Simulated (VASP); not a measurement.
The system is CsI.

```
Cs I
1.0
     4.66547    0.00000    0.00000
     0.00000    4.66547    0.00000
     0.00000    0.00000    4.66547
Cs I
1 1
Direct
  0.00000 0.00000 0.00000
  0.50000 0.50000 0.50000
```

Base run:

| Quantity | Value |
| --- | --- |
| Program | VASP 6.6.1 |
| Functional | r2SCAN |
| Potentials or basis | VASP PAW PBE potentials, release 64 (Cs_sv, I) |
| Cutoff | 550 eV |
| k mesh | 8 × 8 × 8 |
| Occupations | gaussian, width 0.05 eV |
| Spin | no spin polarisation |

Its results: band gap on the k mesh 4.37 eV (least direct gap 4.47 eV); pressure -0.4 GPa.

Problem. The run is repeated on the same cell with these changes: functional from r2SCAN to HSE06; cutoff from 550 eV to 400 eV; k mesh from 8 × 8 × 8 to 4 × 4 × 4. What comes out?

Solution. Band gap on the k mesh 4.65 eV (least direct gap 4.76 eV); pressure -0.2 GPa.

Several settings changed at once.

Caveats: the PAW data sets were made with another functional, which shifts forces and pressure a little; spin-orbit coupling is left out, which moves the levels of the heavy elements.

A k mesh can miss the band edges.
